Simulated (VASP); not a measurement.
Wanted: the native input for a VASP 6.6.1 run.

```yaml
Task: single point
Functional: PBE
Potentials_or_basis: VASP PAW PBE potentials, release 64 (Tl_d, Cl)
Cutoff: 500 eV
k_mesh: 7 × 7 × 7
Occupations: fermi-dirac, width 0.1 eV
Spin: no spin polarisation
Dipole_correction: no
Further_INCAR_settings: ALGO = Normal; EDIFF = 1e-06; NBANDS = 17
```

The structure of TlCl lies in POSCAR:

```
TlCl
1.0
    3.9282450000      0.0000000000      0.0000000000
    0.0000000000      3.9282450000      0.0000000000
    0.0000000000      0.0000000000      3.9282450000
Tl Cl
1 1
Direct
    0.0000000000      0.0000000000      0.0000000000
    0.5000000000      0.5000000000      0.5000000000
```

These files were run (other wordings do the same):

INCAR

```
ALGO     = Normal         # electronic algorithm
EDIFF    = 1E-6           # SCF threshold, eV
ENCUT    = 500            # plane-wave cutoff, eV
GGA      = PE             # functional
GGA_COMPAT= F            
ISIF     = 2              # what is computed and relaxed
ISMEAR   = -1             # smearing method
LASPH    = T              # aspherical terms in the spheres
LCHARG   = F              # write CHGCAR
LREAL    = F              # projectors in reciprocal space
LWAVE    = F              # write WAVECAR
NBANDS   = 17             # bands
NELM     = 120            # most SCF steps
PREC     = Accurate       # precision mode
SIGMA    = 0.1            # smearing width, eV
```

KPOINTS

```
k-points
0
Gamma
  7 7 7
```

Potentials or basis: VASP PAW PBE potentials, release 64 (Tl_d, Cl).

Run with:

```console
$ cat potpaw_PBE.64/Tl_d/POTCAR potpaw_PBE.64/Cl/POTCAR > POTCAR
$ mpirun -np 1 vasp_std > vasp.out
```

Results of the run:

- Pressure: -0.5 GPa
- Band gap on the k mesh: 2.63 eV

Caveat: spin-orbit coupling is left out, which moves the levels of the heavy elements; an odd mesh through Γ misses points on the zone boundary, where band edges can lie.

It took 10 s on 1 thread of Intel(R) Xeon(R) 6975P-C (Granite Rapids), with other jobs on the host, peak memory 0.17 GiB.
